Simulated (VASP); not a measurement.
Runs of VASP 6.6.1 on NaH. The structure is that of space group Fm-3m (No. 225), or close to it. The cells are those of the table. 

```csv
cell,gap on the mesh (eV),pressure (GPa)
"a = 3.408, b = 3.408, c = 3.364 Å, angles 60.4, 60.4, 59.2°, 2 atoms",(c),0.5
"a = 3.322, b = 3.322, c = 3.364 Å, angles 59.6, 59.6, 60.9°, 2 atoms",3.88,1.9
"a = 3.452, b = 3.452, c = 3.364 Å, angles 60.8, 60.8, 58.3°, 2 atoms",3.72,(a)
"a = 3.494, b = 3.494, c = 3.537 Å, angles 59.6, 59.6, 60.8°, 2 atoms",3.62,(b)
"a = 3.580, b = 3.580, c = 3.623 Å, angles 59.6, 59.6, 60.8°, 2 atoms",3.51,-2.7
```

Alike in all rows: task single point; level PBE; potentials or basis VASP PAW PBE potentials, release 64 (Na_pv, H); no spin polarisation; k mesh 8 × 8 × 8; cutoff (eV) 520; smearing gaussian 0.05 eV.

Fill in the values left out.

(a) 0.0; (b) -1.6; (c) 3.78.

A k mesh can miss the band edges.
